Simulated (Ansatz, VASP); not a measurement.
## Cu: VASP beside Ansatz

INCAR

```
SYSTEM = Cu
PREC = Accurate
ENCUT = 600
EDIFF = 1E-6
ISMEAR = 0
SIGMA = 0.1
LREAL = .False.
LASPH = .True.
NELM = 120
ALGO = Normal
ISIF = 2
LWAVE = .False.
LCHARG = .True.
LELF = .True.
LVHAR = .True.
NBANDS = 12
GGA_COMPAT = .False.
```

KPOINTS

```
regular mesh
0
Gamma
  3 13 2
  0 0 0
```

File POSCAR:

```
Cu
1.0
   11.5702540000      0.0000000000      0.0000000000
    0.0000000000      2.2382120000      0.0000000000
   -4.5956240000      0.0000000000     21.7433880000
Cu
1
Direct
    0.5000000000      0.5000000000      0.5000000000
```

Input for Ansatz:

```yaml
crystal:
  lattice:
    - [11.570254, 0.0, 0.0]
    - [0.0, 2.238212, 0.0]
    - [-4.595624, 0.0, 21.743388]
  atoms:
    - { symbol: Cu, position: [0.5, 0.5, 0.5] }
accuracy: low
basis:
  ecutwfc: 761.918814887664
  xc_grid: 3
kpoints:
  mp_grid:
    grid: [3, 13, 2]
hamiltonian:
  xc: lda
  pseudopotentials:
    kind: paw
scf:
  n_extra_bands: 12
  self_checks: high
  convergence:
    dr2_threshold: 1.0e-06
  mixing:
    algorithm: anderson
    beta: 0.6
    ndim: 6
  occupations:
    method: gaussian
  eigensolver:
    kind: davidson
    full_accuracy: true
output:
  forces: true
  stress: true
```

Alike in both runs: task single point; functional LDA; k mesh 3 × 13 × 2; no spin polarisation.

|  | VASP | Ansatz |
| --- | --- | --- |
| version | VASP 6.6.1 | Ansatz 0.2.0 |
| potentials or method | VASP PAW LDA potentials, release 64 (Cu), cutoff 600 eV | plane waves, PAW |
| occupations | gaussian, width 0.1 eV | gaussian |
| valence electrons in the cell | 11 | 19 |

```csv
,VASP,Ansatz,Ansatz less VASP
gap on the k mesh at the Fermi level (eV),none,none,-
pressure (GPa),0.0,0.0,-0.01
"traceless stress, the component that is largest in VASP (GPa)",-0.07,-0.08,-0.017
```

LDA's correlation is that of Perdew and Zunger in VASP and of Perdew and Wang (1992) in Ansatz. A gap of «none» marks a metal or a gap that the smearing closes. VASP's potentials hold 11 valence electrons a cell and Ansatz's 19, so a difference there can come from the potentials and not from the codes. Ansatz's warnings: force scf threshold loose, stress scf threshold loose.
